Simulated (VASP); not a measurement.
Runs of VASP 6.6.1 on AlC3. The structure is that of space group Fm-3m (No. 225), or close to it. The cells are those of the table. 

```csv
task,cell,gap on the mesh (eV),pressure (GPa)
relaxation of cell and atoms,"relaxed from a = 3.599 Å, angles 60.0°, 4 atoms",none,0.0
single point,"a = 3.673 Å, angles 60.0°, 4 atoms",none,-0.1
relaxation of cell and atoms,"relaxed to 20 GPa from a = 3.599 Å, angles 60.0°, 4 atoms",none,20.0
single point,"a = 3.549 Å, angles 60.0°, 4 atoms",none,19.8
single point,"a = 3.605 Å, angles 60.0°, 4 atoms",none,(a)
relaxation of cell and atoms,"relaxed to 10 GPa from a = 3.599 Å, angles 60.0°, 4 atoms",none,9.7
relaxation of cell and atoms,"relaxed to 5 GPa from a = 3.599 Å, angles 60.0°, 4 atoms",none,5.0
single point,"a = 3.637 Å, angles 60.0°, 4 atoms",none,4.9
```

Alike in all rows: level PBE; potentials or basis VASP PAW PBE potentials, release 64 (Al, C); no spin polarisation; k mesh 7 × 7 × 7; cutoff (eV) 600; smearing fermi-dirac 0.05 eV.

Task: Fill in the values left out.

Result: (a) 9.9.

Caveats: the cell is relaxed towards a set pressure, so the run minimises the enthalpy, not the energy (at least some runs); the cell stands under pressure (at least some runs).

A gap of «none» marks levels without a gap at the run's occupations.
